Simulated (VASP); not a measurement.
# KF (Fm-3m) in VASP: single point with PBE

Aim: the single point of KF with PBE.

Program: VASP 6.6.1. These are calculated values, not measurements. Logs are shortened: lines on timing, memory, paths and dates and some standing lists are left out, and cuts for length are marked.

## 1. The cell of the first run

It takes space group Fm-3m (No. 225, cubic). Conventional cell: a = 5.318 Å, b = 5.318 Å, c = 5.318 Å, α = 90.00°, β = 90.00°, γ = 90.00°. Within 3.5 Å of K (site symmetry m-3m) lie 6 F at 2.66 Å. F (site symmetry m-3m) has 6 K at 2.66 Å within 3.5 Å.

## 2. Single point, PBE

Input file INCAR:

```
PREC = Accurate
ENCUT = 700
EDIFF = 1E-6
ISMEAR = 0
SIGMA = 0.01
LREAL = False
LASPH = True
NELM = 120
ALGO = Normal
ISIF = 2
LWAVE = False
LCHARG = True
GGA = PE
LELF = True
LVHAR = True
NBANDS = 15
ISYM = -1
GGA_COMPAT = False
```

Input file KPOINTS:

```
explicit points
108
Reciprocal
  0.00000000   0.00000000   0.08333333 2
  0.00000000   0.00000000   0.25000000 2
  0.00000000   0.00000000   0.41666667 2
  0.00000000   0.16666667   0.08333333 2
  0.00000000   0.16666667   0.25000000 2
  0.00000000   0.16666667   0.41666667 2
  0.00000000   0.16666667   0.58333333 2
  0.00000000   0.16666667   0.75000000 2
  0.00000000   0.16666667   0.91666667 2
  0.00000000   0.33333333   0.08333333 2
  0.00000000   0.33333333   0.25000000 2
  0.00000000   0.33333333   0.41666667 2
  0.00000000   0.33333333   0.58333333 2
  0.00000000   0.33333333   0.75000000 2
  0.00000000   0.33333333   0.91666667 2
  0.00000000   0.50000000   0.08333333 2
  0.00000000   0.50000000   0.25000000 2
  0.00000000   0.50000000   0.41666667 2
  0.16666667   0.00000000   0.08333333 2
  0.16666667   0.00000000   0.25000000 2
  0.16666667   0.00000000   0.41666667 2
  0.16666667   0.00000000   0.58333333 2
  0.16666667   0.00000000   0.75000000 2
  0.16666667   0.00000000   0.91666667 2
  0.16666667   0.16666667   0.08333333 2
  0.16666667   0.16666667   0.25000000 2
  0.16666667   0.16666667   0.41666667 2
  0.16666667   0.16666667   0.58333333 2
  0.16666667   0.16666667   0.75000000 2
  0.16666667   0.16666667   0.91666667 2
  0.16666667   0.33333333   0.08333333 2
  0.16666667   0.33333333   0.25000000 2
  0.16666667   0.33333333   0.41666667 2
  0.16666667   0.33333333   0.58333333 2
  0.16666667   0.33333333   0.75000000 2
  0.16666667   0.33333333   0.91666667 2
  0.16666667   0.50000000   0.08333333 2
  0.16666667   0.50000000   0.25000000 2
  0.16666667   0.50000000   0.41666667 2
  0.16666667   0.50000000   0.58333333 2
  0.16666667   0.50000000   0.75000000 2
  0.16666667   0.50000000   0.91666667 2
  0.16666667   0.66666667   0.08333333 2
  0.16666667   0.66666667   0.25000000 2
  0.16666667   0.66666667   0.41666667 2
  0.16666667   0.66666667   0.58333333 2
  0.16666667   0.66666667   0.75000000 2
  0.16666667   0.66666667   0.91666667 2
  0.16666667   0.83333333   0.08333333 2
  0.16666667   0.83333333   0.25000000 2
  0.16666667   0.83333333   0.41666667 2
  0.16666667   0.83333333   0.58333333 2
  0.16666667   0.83333333   0.75000000 2
  0.16666667   0.83333333   0.91666667 2
  0.33333333   0.00000000   0.08333333 2
  0.33333333   0.00000000   0.25000000 2
  0.33333333   0.00000000   0.41666667 2
  0.33333333   0.00000000   0.58333333 2
  0.33333333   0.00000000   0.75000000 2
  0.33333333   0.00000000   0.91666667 2
  0.33333333   0.16666667   0.08333333 2
  0.33333333   0.16666667   0.25000000 2
  0.33333333   0.16666667   0.41666667 2
  0.33333333   0.16666667   0.58333333 2
  0.33333333   0.16666667   0.75000000 2
  0.33333333   0.16666667   0.91666667 2
  0.33333333   0.33333333   0.08333333 2
  0.33333333   0.33333333   0.25000000 2
  0.33333333   0.33333333   0.41666667 2
  0.33333333   0.33333333   0.58333333 2
  0.33333333   0.33333333   0.75000000 2
  0.33333333   0.33333333   0.91666667 2
  0.33333333   0.50000000   0.08333333 2
  0.33333333   0.50000000   0.25000000 2
  0.33333333   0.50000000   0.41666667 2
  0.33333333   0.50000000   0.58333333 2
  0.33333333   0.50000000   0.75000000 2
  0.33333333   0.50000000   0.91666667 2
  0.33333333   0.66666667   0.08333333 2
  0.33333333   0.66666667   0.25000000 2
  0.33333333   0.66666667   0.41666667 2
  0.33333333   0.66666667   0.58333333 2
  0.33333333   0.66666667   0.75000000 2
  0.33333333   0.66666667   0.91666667 2
  0.33333333   0.83333333   0.08333333 2
  0.33333333   0.83333333   0.25000000 2
  0.33333333   0.83333333   0.41666667 2
  0.33333333   0.83333333   0.58333333 2
  0.33333333   0.83333333   0.75000000 2
  0.33333333   0.83333333   0.91666667 2
  0.50000000   0.00000000   0.08333333 2
  0.50000000   0.00000000   0.25000000 2
  0.50000000   0.00000000   0.41666667 2
  0.50000000   0.16666667   0.08333333 2
  0.50000000   0.16666667   0.25000000 2
  0.50000000   0.16666667   0.41666667 2
  0.50000000   0.16666667   0.58333333 2
  0.50000000   0.16666667   0.75000000 2
  0.50000000   0.16666667   0.91666667 2
  0.50000000   0.33333333   0.08333333 2
  0.50000000   0.33333333   0.25000000 2
  0.50000000   0.33333333   0.41666667 2
  0.50000000   0.33333333   0.58333333 2
  0.50000000   0.33333333   0.75000000 2
  0.50000000   0.33333333   0.91666667 2
  0.50000000   0.50000000   0.08333333 2
  0.50000000   0.50000000   0.25000000 2
  0.50000000   0.50000000   0.41666667 2
```

Input file POSCAR:

```
KF
1.0
    0.0000000000      2.6589605792      2.6589605792
    2.6589605792      0.0000000000      2.6589605792
    2.6589605792      2.6589605792      0.0000000000
K F
1 1
Direct
    0.0000000000      0.0000000000      0.0000000000
    0.5000000000      0.5000000000      0.5000000000
```

Potentials or basis: VASP PAW PBE potentials, release 64 (K_sv, F).

Run with:

```bash
> cat potpaw_PBE.64/K_sv/POTCAR potpaw_PBE.64/F/POTCAR > POTCAR
> mpirun -np 1 vasp_std > vasp.out
```

OUTCAR:

```text
PREC = Accurate
   ENCUT = 700
   EDIFF = 1E-6
   ISMEAR = 0
   LREAL = False
   LASPH = True
   NELM = 120
   ISIF = 2
   GGA = PE
   ISYM = -1

 ion  position               nearest neighbor table
   1  0.000  0.000  0.000-   2 2.66   2 2.66   2 2.66   2 2.66   2 2.66   2 2.66
   2  0.500  0.500  0.500-   1 2.66   1 2.66   1 2.66   1 2.66   1 2.66   1 2.66

IMPORTANT INFORMATION: All symmetrisations will be switched off!
NOSYMM: (Re-)initialisation of all symmetry stuff for point group C_1.

----------------------------------------------------------------------------------------

                                     Primitive cell

  volume of cell :      37.5981

  direct lattice vectors                    reciprocal lattice vectors
     0.000000000  2.658960579  2.658960579    -0.188043405  0.188043405  0.188043405
     2.658960579  0.000000000  2.658960579     0.188043405 -0.188043405  0.188043405
     2.658960579  2.658960579  0.000000000     0.188043405  0.188043405 -0.188043405

  length of vectors
     3.760338113  3.760338113  3.760338113     0.325700731  0.325700731  0.325700731

  position of ions in fractional coordinates (direct lattice)
     0.000000000  0.000000000  0.000000000
     0.500000000  0.500000000  0.500000000

  ion indices of the primitive-cell ions
   primitive index   ion index
                 1           1
                 2           2

----------------------------------------------------------------------------------------

 KPOINTS: explicit points

Read explicit list of k-points.

 Found    108 k-points:

 Following reciprocal coordinates:
            Coordinates               Weight
  0.000000  0.000000  0.083333      0.009259
  0.000000  0.000000  0.250000      0.009259
  0.000000  0.000000  0.416667      0.009259
  0.000000  0.166667  0.083333      0.009259
  0.000000  0.166667  0.250000      0.009259
  0.000000  0.166667  0.416667      0.009259
[... 16 lines left out ...]
  0.166667  0.000000  0.750000      0.009259
  0.166667  0.000000  0.916667      0.009259
 [... further k-points ...]
   k-points           NKPTS =    108   k-points in BZ     NKDIM =    108   number of bands    NBANDS=     15
   number of dos      NEDOS =    301   number of ions     NIONS =      2
   total plane-waves  NPLWV =  32768
   dimension x,y,z NGX =    32 NGY =   32 NGZ =   32
   dimension x,y,z NGXF=    64 NGYF=   64 NGZF=   64
   ions per type =               1   1
   NGX,Y,Z   is equivalent  to a cutoff of  14.15, 14.15, 14.15 a.u.
   NGXF,Y,Z  is equivalent  to a cutoff of  28.29, 28.29, 28.29 a.u.
 SYSTEM =  unknown system
   PREC   = accura    normal or accurate (medium, high low for compatibility)
   ISTART =      0    job   : 0-new  1-cont  2-samecut
   ICHARG =      2    charge: 1-file 2-atom 10-const
   ISPIN  =      1    spin polarized calculation?
   LNONCOLLINEAR =      F non collinear calculations
[... 20 lines left out ...]
   EFERMI_NEDOS =   21; number of points for ismear=-14 and -15
   IALGO  =     38    algorithm
   IMIX   =      4    mixing-type and parameters
     AMIX     =   0.40;   BMIX     =  1.00
     AMIX_MAG =   1.60;   BMIX_MAG =  1.00
  volume/ion in A,a.u.               =      18.80       126.86
  Fermi-wavevector in a.u.,A,eV,Ry     =   1.231382  2.326975 20.630548  1.516303
  Thomas-Fermi vector in A             =   2.366194
   LORBIT       =      0    0 simple, 1 ext, 2 COOP (PROOUT), +10 PAW based schemes
   GGA     = PE    functional components
   LHFCALC =     F    Hartree Fock is set to
   AEXX    =    0.0000 exact exchange contribution
   IVDW    =     0    specifies the selected vdW correction
   LEPSILON=     F    determine dielectric tensor
   LRPA    =     F    only Hartree local field effects (RPA)
 non-spin polarized calculation
 Gauss-broadening in eV      SIGMA  =   0.01
  energy-cutoff  :      700.00
  volume of cell :       37.60
 maximum number of plane-waves:      1592
   NGX = 17   NGY = 17   NGZ = 17

 number of electron      16.0000000 magnetization

 Free energy of the ion-electron system (eV)
  ---------------------------------------------------
  ext. energy  EPLUGINS =         0.00000000
  ---------------------------------------------------
  free energy    TOTEN  =        -8.28802704 eV

  energy without entropy =       -8.28802704  energy(sigma->0) =       -8.28802704

 E-fermi :  -2.7293     XC(G=0):  -8.4692

 val. band max:       -2.7950967113   @ k =   0.0000   0.0000   0.0833
 cond. band min:       3.6765357725   @ k =   0.0000   0.0000   0.0833
 fundamental gap:      6.4716324838
 Fermi energy:        -2.7293194348

 k-point     1 :       0.0000    0.0000    0.0833
  band No.  band energies     occupation
      1     -28.8569      2.00000
      2     -21.4386      2.00000
      3     -12.1229      2.00000
      4     -12.1062      2.00000
      5     -12.1062      2.00000
      6      -2.8369      2.00000
      7      -2.7951      2.00000
      8      -2.7951      2.00000
      9       3.6765      0.00000
     10       7.8308      0.00000
     11       8.0506      0.00000
     12       8.0506      0.00000
     13       9.7109      0.00000
     14       9.7109      0.00000
[... 401 lines left out ...]
      2     -21.4661      2.00000
      3     -12.2002      2.00000
      4     -12.1546      2.00000
      5     -12.1027      2.00000
      6      -3.1274      2.00000
      7      -2.9396      2.00000
      8      -2.8344      2.00000
      9       4.6011      0.00000
     10       7.3673      0.00000
     11       8.4372      0.00000
     12       8.6520      0.00000
     13      10.0413      0.00000
     14      10.0679      0.00000
     15      15.9924      0.00000

 [... further k-points ...]

------------------------ aborting loop because EDIFF is reached ----------------------------------------

  FORCE on cell =-STRESS in cart. coord.  units (eV):
  Direction    XX          YY          ZZ          XY          YZ          ZX
  --------------------------------------------------------------------------------------
  -------------------------------------------------------------------------------------
  Total        0.4475750      0.4475749      0.4475746      0.0000523     -0.0000472     -0.0000471
  in kB       19.0726376     19.0726306     19.0726171      0.0022273     -0.0020104     -0.0020056
  external PRESSURE =      19.0726284 kB  Pullay stress =       0.0000000 kB

 VOLUME and BASIS-vectors are now :
 -----------------------------------------------------------------------------
  energy-cutoff  :      700.00
  volume of cell :       37.60
      direct lattice vectors                 reciprocal lattice vectors
     0.000000000  2.658960579  2.658960579    -0.188043405  0.188043405  0.188043405
     2.658960579  0.000000000  2.658960579     0.188043405 -0.188043405  0.188043405
     2.658960579  2.658960579  0.000000000     0.188043405  0.188043405 -0.188043405

 POSITION                                       TOTAL-FORCE (eV/Angst)
 -----------------------------------------------------------------------------------
      0.00000      0.00000      0.00000        -0.000000     -0.000000      0.000000
      2.65896      2.65896      2.65896         0.000000      0.000000     -0.000000
 -----------------------------------------------------------------------------------
    total drift:                                0.000000      0.000000     -0.000000

  FREE ENERGIE OF THE ION-ELECTRON SYSTEM (eV)
  ---------------------------------------------------
  free  energy   TOTEN  =        -8.2880270425 eV

  energy  without entropy=       -8.2880270425  energy(sigma->0) =       -8.28802704
```

Run time: 66 s. Hardware: 1 thread of Intel Xeon Platinum 8259CL at 2.50GHz (Skylake/Cascade Lake), shared host; peak memory 0.23 GiB.

Results:

| Item | Value |
| --- | --- |
| Free energy | -8.2880 eV |
| Pressure | 1.9 GPa |
| Band gap on the k mesh | 6.47 eV |

Caveat: a shifted mesh leaves out Γ, where band edges can lie. A k mesh can miss the band edges.
